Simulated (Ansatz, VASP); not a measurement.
# CdH2: VASP beside Ansatz

Contents of INCAR:

```
SYSTEM = CdH2
  PREC = Accurate
  ENCUT = 600
  EDIFF = 1E-7
  ISMEAR = 0
  SIGMA = 0.1
  LREAL = .False.
  LASPH = .True.
  NELM = 80
  ALGO = Fast
  ISIF = 3
  LWAVE = .False.
  LCHARG = .False.
  GGA = PE
  IBRION = 2
  NSW = 90
  EDIFFG = -0.04
```

KPOINTS

```
Automatic mesh
0
Gamma
  6 6 4
  0 0 0
```

Contents of POSCAR:

```
CdH2
1.0
    2.0172377549     -3.1437330053      0.0000000000
    2.0172377549      3.1437330053      0.0000000000
    0.0000000000      0.0000000000      6.9542548686
Cd H
2 4
Direct
    0.0000000000      0.0000000000      0.6666666667
    0.0000000000      0.0000000000      0.3333333333
    0.0000000000      0.5000000000      0.6666666667
    0.5000000000      0.0000000000      0.6666666667
    0.0000000000      0.5000000000      0.3333333333
    0.5000000000      0.0000000000      0.3333333333
```

Input for Ansatz:

```yaml
crystal:
  lattice:
    - [2.0172377549, -3.1437330053, 0.0]
    - [2.0172377549, 3.1437330053, 0.0]
    - [0.0, 0.0, 6.9542548686]
  atoms:
    - { symbol: Cd, position: [0.0, 0.0, 0.6666666667] }
    - { symbol: Cd, position: [0.0, 0.0, 0.3333333333] }
    - { symbol: H, position: [0.0, 0.5, 0.6666666667] }
    - { symbol: H, position: [0.5, 0.0, 0.6666666667] }
    - { symbol: H, position: [0.0, 0.5, 0.3333333333] }
    - { symbol: H, position: [0.5, 0.0, 0.3333333333] }
basis:
  ecutwfc: 420
kpoints:
  mp_grid: { grid: [6, 6, 4] }
hamiltonian:
  xc: pbe
scf:
  occupations: { method: gaussian, width: 0.1 }
  lower_state_search: "off"
output:
  forces: true
  stress: true
  eigenvalues: true
relax:
  adjacent_minimum: "off"
  f_tol: 0.04
  max_steps: 70
  cell: { stress_tol: 0.4 }
```

Alike in both runs: task relaxation of cell and atoms; functional PBE; k mesh 6 × 6 × 4; occupations gaussian, width 0.1 eV; no spin polarisation.

```csv
,VASP,Ansatz
version,VASP 6.6.1,Ansatz 0.2.0
potentials or method,"VASP PAW PBE potentials, release 64 (Cd, H), cutoff 600 eV","scalar-relativistic, plane waves, PAW"
valence electrons in the cell,28,44
```

```tsv
	VASP	Ansatz	Ansatz less VASP
gap on the k mesh at the Fermi level, each at its own relaxed structure (eV)	none	none	-
relaxed volume (Å³/atom)	19.55	15.58	-3.965
relaxed length of the cell vector where the two differ most in proportion (Å)	8.104	6.549	-1.5553
```

A gap of «none» marks a metal or a gap that the smearing closes. One of these differences is far larger than is usual between the two programs; its cause wasn't traced. VASP's potentials hold 28 valence electrons a cell and Ansatz's 44, so a difference there can come from the potentials and not from the codes.

Noted on VASP's run: the volume moved by over 15 % at a fixed basis, so the end points are rough.
